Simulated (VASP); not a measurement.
Wanted: the native input for a VASP 6.6.1 run.

| Quantity | Value |
| --- | --- |
| Task | single point |
| Functional | r2SCAN |
| Potentials or basis | VASP PAW PBE potentials, release 64 (Au) |
| Cutoff | 520 eV |
| k mesh | 13 × 13 × 9 |
| Occupations | fermi-dirac, width 0.1 eV |
| Spin | no spin polarisation |
| Dipole correction | no |
| Further INCAR settings | ALGO = Normal; EDIFF = 1e-07; NBANDS = 18; ISYM = 0 |

The system is Au.

```
CELL_PARAMETERS angstrom
-1.60565 1.94566 1.42761
1.94566 -1.60565 1.42761
3.35754 3.35754 -0.80488
ATOMIC_POSITIONS crystal
Au 0.04133 0.95867 0.00000
Au 0.70867 0.29133 0.50000
```

This isn't the form of Au at room conditions, which is fcc.

These files were run (other wordings do the same):

POSCAR

```
Au
1.0
   -1.6056468573      1.9456594895      1.4276107963
    1.9456594895     -1.6056468573      1.4276107963
    3.3575401786      3.3575401786     -0.8048770376
Au
2
Direct
    0.0413258597      0.9586741403      0.0000000000
    0.7086741403      0.2913258597      0.5000000000
```

INCAR.step1

```
PREC     = Accurate       # precision mode
ENCUT    = 520            # plane-wave cutoff, eV
ISMEAR   = -1             # smearing method
SIGMA    = 0.1            # smearing width, eV
LREAL    = False          # projectors in reciprocal space
LASPH    = True           # aspherical terms in the spheres
NELM     = 100            # most SCF steps
ISYM     = 0            
NBANDS   = 18             # bands
GGA      = PE             # functional
ALGO     = Normal         # electronic algorithm
EDIFF    = 1E-4           # SCF threshold, eV
LWAVE    = True           # write WAVECAR
LCHARG   = False          # write CHGCAR
```

INCAR.step2

```
PREC     = Accurate       # precision mode
ENCUT    = 520            # plane-wave cutoff, eV
EDIFF    = 1E-7           # SCF threshold, eV
ISMEAR   = -1             # smearing method
SIGMA    = 0.1            # smearing width, eV
LREAL    = False          # projectors in reciprocal space
LASPH    = True           # aspherical terms in the spheres
NELM     = 100            # most SCF steps
ALGO     = Normal         # electronic algorithm
ISIF     = 2              # what is computed and relaxed
LWAVE    = False          # write WAVECAR
LCHARG   = True           # write CHGCAR
METAGGA  = R2SCAN         # meta-GGA
LMIXTAU  = True         
LELF     = True           # ELF
LVHAR    = True         
ISYM     = 0            
NBANDS   = 18             # bands
ISTART   = 1
```

KPOINTS

```
regular mesh
0
Gamma
  13 13 9
```

Potentials or basis: VASP PAW PBE potentials, release 64 (Au).

Run with:

```bash
$ cat potpaw_PBE.64/Au/POTCAR > POTCAR
$ cp INCAR.step1 INCAR
$ mpirun -np 1 vasp_std > vasp.out
$ cp INCAR.step2 INCAR
$ mpirun -np 1 vasp_std > vasp.out
```

Results of the run:

| Item | Value |
| --- | --- |
| Pressure | 0.6 GPa |
| Band gap on the k mesh | zero (bands 11 and 12 overlap by 5.93 eV) |

Caveat: the PAW data sets were made with another functional, which shifts forces and pressure a little; spin-orbit coupling is left out, which moves the levels of the heavy elements.

Run time: 10 min on 1 thread of Intel(R) Xeon(R) Platinum 8559C (Emerald Rapids), with other jobs on the host, peak memory 0.48 GiB.
